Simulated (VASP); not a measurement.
Wanted: the native input for a VASP 6.6.1 run.

* Task: relaxation of cell and atoms
* Functional: PBE
* Potentials or basis: VASP PAW PBE potentials, release 64 (N, Ga_d, P)
* Cutoff: 600 eV
* k mesh: 8 × 8 × 6
* Occupations: fermi-dirac, width 0.02 eV
* Spin: no spin polarisation
* Dipole correction: no
* Further INCAR settings: ALGO = Normal; EDIFF = 1e-06; IBRION = 2; EDIFFG = -0.005; NSW = 80; ISIF = 3

The structure of Ga2PN lies in POSCAR:

```
Ga2PN
1.0
    3.0832380031      0.0000000000      0.0000000000
    0.0000000000      3.0832380031      0.0000000000
    0.0000000000      0.0000000000      4.3603570000
N Ga P
1 2 1
Direct
    0.0000000000      0.0000000000      0.0000000000
    0.0000000000      0.0000000000      0.5000000000
    0.5000000000      0.5000000000      0.0000000000
    0.5000000000      0.5000000000      0.5000000000
```

The input as run:

INCAR

```
PREC = Accurate ; ENCUT = 600
EDIFF = 1E-6 ; ISMEAR = -1
SIGMA = 0.02 ; LREAL = False
LASPH = True ; NELM = 80
ALGO = Normal ; ISIF = 3
LWAVE = False ; LCHARG = False
GGA = PE ; IBRION = 2
NSW = 80 ; EDIFFG = -0.005
```

KPOINTS

```
Automatic mesh
0
Gamma
  8 8 6
```

Potentials or basis: VASP PAW PBE potentials, release 64 (N, Ga_d, P).

The run is started by

```console
$ cat potpaw_PBE.64/N/POTCAR potpaw_PBE.64/Ga_d/POTCAR potpaw_PBE.64/P/POTCAR > POTCAR
$ mpirun -np 1 vasp_std > vasp.out
```

Results of the run:

```
Relaxed volume                        : 13.76 Å³/atom
Relaxed cell                          : a = 3.389 Å, b = 3.389 Å, c = 4.792 Å, α = 90.00°, β = 90.00°, γ = 90.00°
Space group after relaxing (to 0.1 Å) : P4/mmm (No. 123)
Energy gained by relaxing             : 519.6 meV/atom
Ionic steps                           : 4
Pressure after relaxing               : 0.0 GPa
Band gap on the k mesh                : zero (bands 18 and 19 overlap by 2.80 eV)
```

Caveat: the volume moved by over 15 % at a fixed basis, so the end points are rough.

Wall time 2.1 min on 1 thread of Intel(R) Xeon(R) 6975P-C (Granite Rapids) (shared host), peak memory 0.21 GiB.
